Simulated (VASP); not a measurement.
# Al16SiN15 (a cell with a defect) (Si_N) in VASP: notebook, part 2 of 2

VASP 6.6.1. Earlier steps stand in the parts before.

## Step 3: Single point, PBE

INCAR reads:

```
SYSTEM = Al16SiN15
PREC = Accurate ; ENCUT = 520
EDIFF = 1E-7 ; ISMEAR = 0
SIGMA = 0.01 ; LREAL = Auto
LASPH = .True. ; NELM = 80
ALGO = Normal ; ISIF = 2
LWAVE = .False. ; LCHARG = .False.
GGA = PE ; NBANDS = 86
NELECT = 128.0
```

KPOINTS reads:

```
Automatic mesh
0
Gamma
  1 1 1
  0.25 0.25 0.25
```

POSCAR reads:

```
Al16SiN15
1.0
    6.2595139326      0.0000000578      0.0000000000
   -3.1297570163      5.4208980521      0.0000000000
    0.0000000000      0.0000000000     10.0348065068
Al N Si
16 15 1
Direct
    0.3336931395      0.1631284685      0.2525980212
    0.1651006957      0.3319998297      0.4982025374
    0.3284038448      0.1683836797      0.7557312252
    0.1645140858      0.3324748287      1.0074409029
    0.3339261141      0.6704996726      0.2522888334
    0.1939724828      0.8479563969      0.5142930607
    0.3283888198      0.6599763780      0.7556108925
    0.1682618357      0.8342603246      0.9922254117
    0.8263765454      0.1630446409      0.2522168709
    0.6496001443      0.3036584054      0.5142194990
    0.8369389601      0.1686074813      0.7556908990
    0.6623814943      0.3285211060      0.9922302843
    0.8313117887      0.6654504168      0.2122141665
    0.6484290080      0.8487698736      0.5142954499
    0.8308326431      0.6661049415      0.7384534598
    0.6618449375      0.8350956542      0.9926648866
    0.3315535993      0.1661444971      0.4424612585
    0.1657734170      0.3312175686      0.1956334304
    0.3263500049      0.1701932132      0.9407678701
    0.1655472996      0.3311054221      0.6898918678
    0.3304658647      0.6700748125      0.4424969266
    0.1779982793      0.8369169095      0.1770016869
    0.3257657332      0.6590872511      0.9406023314
    0.1771046098      0.8371993916      0.7032923033
    0.8269923792      0.1666233372      0.4423782208
    0.6598576678      0.3189878961      0.1769949811
    0.8377338458      0.1711726256      0.9407123803
    0.6596400528      0.3197008116      0.7032984199
    0.6598069790      0.8368967576      0.1778082760
    0.8292248387      0.6674504732      0.9367165167
    0.6598068639      0.8372385977      0.7028091981
    0.8299398707      0.6679304669      0.4309145289
```

Potentials or basis: VASP PAW PBE potentials, release 64 (Al, N, Si).

On the command line:

```bash
> cat potpaw_PBE.64/Al/POTCAR potpaw_PBE.64/N/POTCAR potpaw_PBE.64/Si/POTCAR > POTCAR
> mpirun -np 1 vasp_std > vasp.out
```

OUTCAR:

```text
SYSTEM = Al16SiN15
   PREC = Accurate
   ENCUT = 520
   EDIFF = 1E-7
   ISMEAR = 0
   LREAL = Auto
   LASPH = .True.
   NELM = 80
   ISIF = 2
   GGA = PE
   NELECT = 128.0

 ion  position               nearest neighbor table
   1  0.334  0.163  0.253-  17 1.91  18 1.91  26 1.92  22 1.92   4 3.07   2 3.07   9 3.08   5 3.08
                             6 3.13  10 3.14  13 3.16  13 3.16  12 3.16   8 3.16   5 3.18   9 3.18
   2  0.165  0.332  0.498-  17 1.89  21 1.92  25 1.92  20 1.92   1 3.07   5 3.08   9 3.08   6 3.13
                            10 3.13   3 3.13   7 3.14  11 3.14  14 3.14  14 3.14  10 3.15   6 3.15
   3  0.328  0.168  0.756-  19 1.86  24 1.87  28 1.87  20 1.88  12 2.99   6 2.99   8 2.99  10 2.99
                            11 3.08   7 3.08   4 3.09   2 3.13  15 3.13  15 3.14   7 3.18  11 3.18
   4  0.165  0.332  0.007-  19 1.88  18 1.89  23 1.89  27 1.89   9 3.06   5 3.07   1 3.07  11 3.09
                             7 3.09   3 3.09  12 3.13   8 3.13  16 3.13  16 3.13   8 3.13  12 3.13
   5  0.334  0.670  0.252-  22 1.90  21 1.91  29 1.92  18 1.93   4 3.07   2 3.08   9 3.08   1 3.08
                            14 3.14   6 3.14  16 3.15  13 3.16  13 3.16   8 3.16   1 3.18   9 3.18
   6  0.194  0.848  0.514-  21 1.85  17 1.87  24 1.90  32 2.14  14 2.84  10 2.85   3 2.99  15 2.99
                             7 2.99   2 3.13   1 3.13   5 3.14   2 3.15
   7  0.328  0.660  0.756-  23 1.86  24 1.86  31 1.87  20 1.90  14 2.98   8 2.99  16 2.99   6 2.99
                            11 3.08   3 3.08   4 3.09  15 3.13   2 3.14  15 3.14   3 3.18  11 3.18
   8  0.168  0.834  0.992-  22 1.85  23 1.88  19 1.89  30 1.92  13 2.87   3 2.99   7 2.99  16 3.09
                            12 3.09   4 3.13   4 3.13  15 3.14   5 3.16   1 3.16  12 3.17  16 3.17
   9  0.826  0.163  0.252-  26 1.90  25 1.91  29 1.92  18 1.93   4 3.06   2 3.08   5 3.08   1 3.08
[... 15 lines left out ...]
  17  0.332  0.166  0.442-  10 1.87   6 1.87   2 1.89   1 1.91
  18  0.166  0.331  0.196-   4 1.89   1 1.91   5 1.93   9 1.93
  19  0.326  0.170  0.941-   3 1.86   4 1.88   8 1.89  12 1.89
  20  0.166  0.331  0.690-   3 1.88  11 1.90   7 1.90   2 1.92
  21  0.330  0.670  0.442-   6 1.85  14 1.87   5 1.91   2 1.92
  22  0.178  0.837  0.177-   8 1.85   5 1.90  13 1.91   1 1.92
  23  0.326  0.659  0.941-   7 1.86   8 1.88   4 1.89  16 1.90
  24  0.177  0.837  0.703-   7 1.86   3 1.87   6 1.90  15 1.91
  25  0.827  0.167  0.442-  10 1.85  14 1.87   9 1.91   2 1.92
  26  0.660  0.319  0.177-  12 1.85   9 1.90  13 1.91   1 1.92
  27  0.838  0.171  0.941-  11 1.86  12 1.88   4 1.89  16 1.90
  28  0.660  0.320  0.703-  11 1.86   3 1.87  10 1.90  15 1.91
  29  0.660  0.837  0.178-  16 1.86  13 1.89   5 1.92   9 1.92
  30  0.829  0.667  0.937-  16 1.90  12 1.92   8 1.92  15 1.99
  31  0.660  0.837  0.703-  11 1.87   7 1.87  15 1.89  14 1.90
  32  0.830  0.668  0.431-  14 2.14   6 2.14  10 2.14  13 2.19  15 3.09

  LATTYP: Found a hexagonal cell.
 ALAT       =     6.2595139326
 C/A-ratio  =     1.6031287117

  Lattice vectors:

 A1 = (   6.2595139326,   0.0000000578,   0.0000000000)
 A2 = (  -3.1297570163,   5.4208980521,   0.0000000000)
 A3 = (   0.0000000000,   0.0000000000,  10.0348065068)

Analysis of symmetry for initial positions (statically):
=====================================================================
 Subroutine PRICEL returns:
 Original cell was already a primitive cell.

 Routine SETGRP: Setting up the symmetry group for a
 hexagonal supercell.

 Subroutine GETGRP returns: Found  1 space group operations
 (whereof  1 operations were pure point group operations)
 out of a pool of 24 trial point group operations.

The static configuration has the point symmetry C_1 .

Analysis of symmetry for dynamics (positions and initial velocities):
=====================================================================
 Subroutine PRICEL returns:
 Original cell was already a primitive cell.

 Routine SETGRP: Setting up the symmetry group for a
 hexagonal supercell.

 Subroutine GETGRP returns: Found  1 space group operations
[... 135 lines left out ...]
   PREC   = accura    normal or accurate (medium, high low for compatibility)
   ISTART =      0    job   : 0-new  1-cont  2-samecut
   ICHARG =      2    charge: 1-file 2-atom 10-const
   ISPIN  =      1    spin polarized calculation?
   LNONCOLLINEAR =      F non collinear calculations
   LSORBIT =      F    spin-orbit coupling
   LASPH  =      T    aspherical Exc in radial PAW
   ENCUT  =  520.0 eV  38.22 Ry    6.18 a.u.  11.64 11.64 18.66*2*pi/ulx,y,z
   NELM   =     80;   NELMIN=  2; NELMDL= -5     # of ELM steps
   EDIFF  = 0.1E-06   stopping-criterion for ELM
   LREAL  =      T    real-space projection
   EDIFFG = 0.1E-05   stopping-criterion for IOM
   NSW    =      0    number of steps for IOM
   IBRION =     -1    ionic relax: 0-MD 1-quasi-New 2-CG
   NFREE  =      0    steps in history (QN), initial steepest desc. (CG)
   ISIF   =      2    stress and relaxation
   ISYM   =      2    0-nonsym 1-usesym 2-fastsym
   POTIM  = 0.5000    time-step for ionic-motion
   TEBEG  =    0.0;   TEEND  =   0.0 temperature during run
   PSTRESS=    0.0 pullay stress
   NELECT =     128.0000    total number of electrons
   NUPDOWN=      -1.0000    fix difference up-down
   EMIN   =  10.00;   EMAX   =-10.00  energy-range for DOS
   EFERMI =   0.00;   METHOD = LEGACY
   ISMEAR =     0;   SIGMA  =   0.01  broadening in eV -4-tet -1-fermi 0-gaus
   EFERMI_NEDOS =   21; number of points for ismear=-14 and -15
   IALGO  =     38    algorithm
   IMIX   =      4    mixing-type and parameters
     AMIX     =   0.40;   BMIX     =  1.00
     AMIX_MAG =   1.60;   BMIX_MAG =  1.00
  volume/ion in A,a.u.               =      10.64        71.81
  Fermi-wavevector in a.u.,A,eV,Ry     =   1.181511  2.232733 18.993310  1.395969
  Thomas-Fermi vector in A             =   2.317783
   LORBIT       =      0    0 simple, 1 ext, 2 COOP (PROOUT), +10 PAW based schemes
   GGA     = PE    functional components
   LHFCALC =     F    Hartree Fock is set to
   AEXX    =    0.0000 exact exchange contribution
   IVDW    =     0    specifies the selected vdW correction
   LEPSILON=     F    determine dielectric tensor
   LRPA    =     F    only Hartree local field effects (RPA)
 non-spin polarized calculation
 Gauss-broadening in eV      SIGMA  =   0.01
  energy-cutoff  :      520.00
  volume of cell :      340.50
 maximum number of plane-waves:      9148
 NGX is ok and might be reduce to    48
   NGX = 23   NGY = 23   NGZ = 37

 number of electron     127.9999993 magnetization

 Free energy of the ion-electron system (eV)
  ---------------------------------------------------
  ext. energy  EPLUGINS =         0.00000000
  ---------------------------------------------------
  free energy    TOTEN  =      -221.04646367 eV

  energy without entropy =     -221.04646367  energy(sigma->0) =     -221.04646367

 E-fermi :   8.3836     XC(G=0): -10.9729

 val. band max:        8.3380108777   @ k =  -0.2500  -0.2500   0.2500
 cond. band min:      10.9670486460   @ k =   0.5000  -0.2500   0.2500
 fundamental gap:      2.6290377683
 Fermi energy:         8.3835682879

 k-point     1 :       0.2500    0.2500    0.2500
  band No.  band energies     occupation
      1      -8.5786      2.00000
      2      -8.0277      2.00000
      3      -7.9612      2.00000
      4      -7.8602      2.00000
      5      -7.4940      2.00000
      6      -7.3805      2.00000
[... 463 lines left out ...]
     75      13.2127      0.00000
     76      13.3293      0.00000
 [bands above 76 left out]

------------------------ aborting loop because EDIFF is reached ----------------------------------------

  FORCE on cell =-STRESS in cart. coord.  units (eV):
  Direction    XX          YY          ZZ          XY          YZ          ZX
  --------------------------------------------------------------------------------------
  -------------------------------------------------------------------------------------
  Total       31.9608399     29.4911071     39.8570503     -2.0799231      0.1423149     -0.2146300
  in kB      150.3861739    138.7652759    187.5404188     -9.7867163      0.6696380     -1.0099041
  external PRESSURE =     158.8972895 kB  Pullay stress =       0.0000000 kB

 VOLUME and BASIS-vectors are now :
 -----------------------------------------------------------------------------
  energy-cutoff  :      520.00
  volume of cell :      340.50
      direct lattice vectors                 reciprocal lattice vectors
     6.259513933  0.000000058  0.000000000     0.159756813  0.092235641  0.000000000
    -3.129757016  5.420898052  0.000000000    -0.000000002  0.184471279  0.000000000
     0.000000000  0.000000000 10.034806507     0.000000000  0.000000000  0.099653142

 POSITION                                       TOTAL-FORCE (eV/Angst)
 -----------------------------------------------------------------------------------
      1.57820      0.88430      2.53477         0.119806     -0.068141     -0.061262
     -0.00563      1.79974      4.99937        -0.244764      0.133685      0.010973
      1.52865      0.91279      7.58362         0.118858     -0.068669      0.019280
     -0.01079      1.80231      0.07467        -0.101364      0.053379     -0.003246
     -0.00829      3.63471      2.53167         0.080551     -0.068216      0.046591
     -1.43972      4.59669      5.16083        -0.114108      0.074015      0.025576
[... 24 lines left out ...]
      1.50972      4.53859      7.05255        -0.204121      0.113498      0.069874
      3.10456      3.62078      4.32414         0.083657     -0.061722     -0.015093
 -----------------------------------------------------------------------------------
    total drift:                               -0.004666     -0.004783      0.018015

  FREE ENERGIE OF THE ION-ELECTRON SYSTEM (eV)
  ---------------------------------------------------
  free  energy   TOTEN  =      -221.0464636741 eV

  energy  without entropy=     -221.0464636741  energy(sigma->0) =     -221.04646367
```

Wall time 6.9 min (1 thread of Intel Xeon Platinum 8259CL at 2.50GHz (Skylake/Cascade Lake), shared host); peak memory 0.48 GiB.

What came out:

- Free energy: -221.0465 eV
- Largest force: 0.283 eV/Å

Forces on the atoms (eV/Å):
```
Al   0.120 -0.068 -0.061
Al  -0.245  0.134  0.011
Al   0.119 -0.069  0.019
Al  -0.101  0.053 -0.003
Al   0.081 -0.068  0.047
Al  -0.114  0.074  0.026
Al   0.127 -0.068 -0.004
Al  -0.125  0.090  0.005
Al   0.101 -0.041  0.046
Al  -0.117  0.069  0.027
Al   0.121 -0.085 -0.001
Al  -0.143  0.057  0.003
Al   0.187 -0.101  0.017
Al  -0.097  0.053 -0.021
Al   0.158 -0.097 -0.006
Al  -0.119  0.062  0.007
N    0.239 -0.151  0.010
N   -0.144  0.076 -0.006
N    0.136 -0.068 -0.022
N   -0.152  0.104 -0.004
N    0.198 -0.136 -0.023
N   -0.189  0.101  0.045
N    0.203 -0.073  0.001
N   -0.186  0.100 -0.039
N    0.218 -0.090 -0.013
N   -0.175  0.103  0.050
N    0.170 -0.139 -0.008
N   -0.185  0.126 -0.046
N   -0.180  0.116 -0.114
N    0.217 -0.117  0.003
N   -0.204  0.113  0.070
Si   0.084 -0.062 -0.015
```

Caveat: the k points lie up to 1.16 Å⁻¹ apart; the cell carries a net charge on a neutralising background, which shifts energy and pressure; the cell is charged against a uniform background, so pressure and absolute levels hang on convention.
